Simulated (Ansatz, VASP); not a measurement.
# Ag: VASP beside Ansatz

File POSCAR:

```
Ag
1.0
   -1.6556540000      1.7332213899      1.7332213899
    1.6556540000     -1.5780866101      1.5780866101
    1.6556540000      1.5780866101     -1.5780866101
Ag
1
Direct
    0.0000000000      0.0000000000      0.0000000000
```

File INCAR.step1:

```
SYSTEM = Ag
PREC = Accurate
ENCUT = 520
ISMEAR = 0
SIGMA = 0.15
LREAL = .False.
LASPH = .True.
NELM = 60
NBANDS = 12
GGA = PE
ALGO = Normal
EDIFF = 1E-4
LWAVE = .True.
LCHARG = .False.
```

INCAR.step2

```
SYSTEM = Ag
PREC = Accurate
ENCUT = 520
EDIFF = 1E-6
ISMEAR = 0
SIGMA = 0.15
LREAL = .False.
LASPH = .True.
NELM = 60
ALGO = Normal
ISIF = 2
LWAVE = .False.
LCHARG = .False.
METAGGA = R2SCAN
LMIXTAU = .True.
NBANDS = 12
ISTART = 1
```

KPOINTS

```
Automatic mesh
0
Gamma
  20 20 20
  0 0 0
```

Input for Ansatz:

```yaml
crystal:
  lattice:
    - [-1.655654, 1.7332213899, 1.7332213899]
    - [1.655654, -1.5780866101, 1.5780866101]
    - [1.655654, 1.5780866101, -1.5780866101]
  atoms:
    - { symbol: Ag, position: [0.0, 0.0, 0.0] }
basis:
  ecutwfc: 500
kpoints:
  mp_grid: { grid: [20, 20, 20] }
hamiltonian:
  xc: r2scan
scf:
  occupations: { method: gaussian, width: 0.15 }
output:
  forces: true
  stress: true
  eigenvalues: true
```

Change from the starting cell: strain +0.0937 x Voigt [0, 0, 0, 1, 0, 0], atoms carried along.

Alike in both runs: task single point; functional r2SCAN; k mesh 20 × 20 × 20; occupations gaussian, width 0.15 eV; no spin polarisation.

```csv
,VASP,Ansatz
version,VASP 6.6.1,Ansatz 0.2.0
potentials or method,"VASP PAW PBE potentials, release 64 (Ag), cutoff 520 eV","scalar-relativistic, plane waves, PAW"
valence electrons in the cell,11,19
```

VASP gave:

| Item | Value |
| --- | --- |
| gap on the k mesh at the Fermi level (eV) | none |
| pressure (GPa) | -2.6 |
| traceless stress, the component that is largest in VASP (GPa) | -4.21 |

Q: Which values does Ansatz return?

A: gap on the k mesh at the Fermi level (eV): none; pressure (GPa): -2.7; traceless stress, the component that is largest in VASP (GPa): -4.14.

VASP's potentials were made for PBE, not for r2SCAN. A gap of «none» marks a metal or a gap that the smearing closes. The functional is the same, so the differences come from potentials, cutoffs and numerics. VASP's potentials hold 11 valence electrons a cell and Ansatz's 19, so a difference there can come from the potentials and not from the codes.
